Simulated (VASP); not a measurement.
Here is a VASP 6.6.1 calculation.

File POSCAR:

```
NaH
1.0
    0.0000000000      2.4212515720      2.4212515720
    2.4212515720      0.0000000000      2.4212515720
    2.4212515720      2.4212515720      0.0000000000
Na H
1 1
Direct
    0.0000000000      0.0000000000      0.0000000000
    0.5000000000      0.5000000000      0.5000000000
```

The input INCAR.step1:

```
SYSTEM = NaH
PREC = Accurate
ENCUT = 520
ISMEAR = 0
SIGMA = 0.01
LREAL = .FALSE.
LASPH = .TRUE.
NELM = 80
NBANDS = 11
GGA = PE
ALGO = Normal
EDIFF = 1E-4
LWAVE = .TRUE.
LCHARG = .FALSE.
```

Contents of INCAR.step2:

```
SYSTEM = NaH
PREC = Accurate
ENCUT = 520
EDIFF = 1E-6
ISMEAR = 0
SIGMA = 0.01
LREAL = .FALSE.
LASPH = .TRUE.
NELM = 80
ALGO = Normal
ISIF = 2
LWAVE = .FALSE.
LCHARG = .FALSE.
METAGGA = R2SCAN
LMIXTAU = .TRUE.
NBANDS = 11
ISTART = 1
```

The input KPOINTS:

```
regular mesh
0
G
  8 8 8
  0 0 0
```

Potentials or basis: VASP PAW PBE potentials, release 64 (Na_pv, H).

The run is started by

```sh
$ cat potpaw_PBE.64/Na_pv/POTCAR potpaw_PBE.64/H/POTCAR > POTCAR
$ cp INCAR.step1 INCAR
$ mpirun -np 1 vasp_std > vasp.out
$ cp INCAR.step2 INCAR
$ mpirun -np 1 vasp_std > vasp.out
```

(1) Predict the band gap on the k mesh.

(2) Estimate the pressure.

Answers

(1) 4.36 eV, indirect (least direct gap 5.19 eV).

(2) -0.8 GPa.

Caveat: the PAW data sets were made with another functional, which shifts forces and pressure a little.
